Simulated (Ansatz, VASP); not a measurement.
## Zr2H3 in VASP and in Ansatz

```xyz
5
Lattice="3.2686 0.0000 0.0000 -1.6343 2.8307 0.0000 0.0000 0.0000 6.7030" Properties=species:S:1:pos:R:3 pbc="T T T"
Zr    0.0000    0.0000    2.0451
Zr    0.0000    0.0000    4.6579
H     0.0000    1.8871    2.9389
H     0.0000    1.8871    3.7642
H     1.6343    0.9436    3.3515
```

Alike in both runs: task single point; functional PBE; k mesh 6 × 6 × 4; occupations gaussian, width 0.1 eV; no spin polarisation.

```csv
,VASP,Ansatz
version,VASP 6.6.1,Ansatz 0.2.0
potentials or method,"VASP PAW PBE potentials, release 64 (Zr_sv, H), cutoff 520 eV","scalar-relativistic, plane waves, PAW"
valence electrons in the cell,27,27
```

|  | VASP | Ansatz | Ansatz less VASP |
| --- | --- | --- | --- |
| gap on the k mesh at the Fermi level (eV) | none | none | - |
| pressure (GPa) | 12.1 | 12.1 | -0.02 |
| traceless stress, the component that is largest in VASP (GPa) | 8.13 | 8.04 | -0.095 |
| rms of the force components (eV/Å) | 2.012 | 2.002 | -0.0094 |

Atom by atom the forces differ by 0.012 eV/Å (rms over components). A gap of «none» marks a metal or a gap that the smearing closes.

The k mesh is coarse, so the values compare programs but aren't converged.
